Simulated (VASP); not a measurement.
Input of a VASP 6.6.1 run:

POSCAR

```
Ru
1.0
    2.4577692522      0.0000000000      0.0000000000
    0.0000000000      2.4577692522      0.0000000000
    0.0000000000      0.0000000000      2.4577692522
Ru
1
Direct
    0.0000000000      0.0000000000      0.0000000000
```

Contents of INCAR.step1:

```
PREC = Accurate
ENCUT = 520
ISMEAR = -1
SIGMA = 0.1
LREAL = F
LASPH = T
NELM = 80
NBANDS = 13
GGA = PE
ALGO = Normal
EDIFF = 1E-4
LWAVE = T
LCHARG = F
```

The input INCAR.step2:

```
PREC = Accurate
ENCUT = 520
EDIFF = 1E-6
ISMEAR = -1
SIGMA = 0.1
LREAL = F
LASPH = T
NELM = 80
ALGO = Normal
ISIF = 2
LWAVE = F
LCHARG = F
METAGGA = R2SCAN
LMIXTAU = T
NBANDS = 13
ISTART = 1
```

File KPOINTS:

```
regular mesh
0
Gamma
  14 14 14
```

Potentials or basis: VASP PAW PBE potentials, release 64 (Ru_pv).

The run is started by

```console
$ cat potpaw_PBE.64/Ru_pv/POTCAR > POTCAR
$ cp INCAR.step1 INCAR
$ mpirun -np 1 vasp_std > vasp.out
$ cp INCAR.step2 INCAR
$ mpirun -np 1 vasp_std > vasp.out
```

Q: Estimate the band gap on the k mesh.

A: Zero (band 7 reaches 15.68 eV, above the bottom of band 8 at 10.61 eV).

Q: What does it give for the pressure?

A: 12.6 GPa.

Caveat: the PAW data sets were made with another functional, which shifts forces and pressure a little.
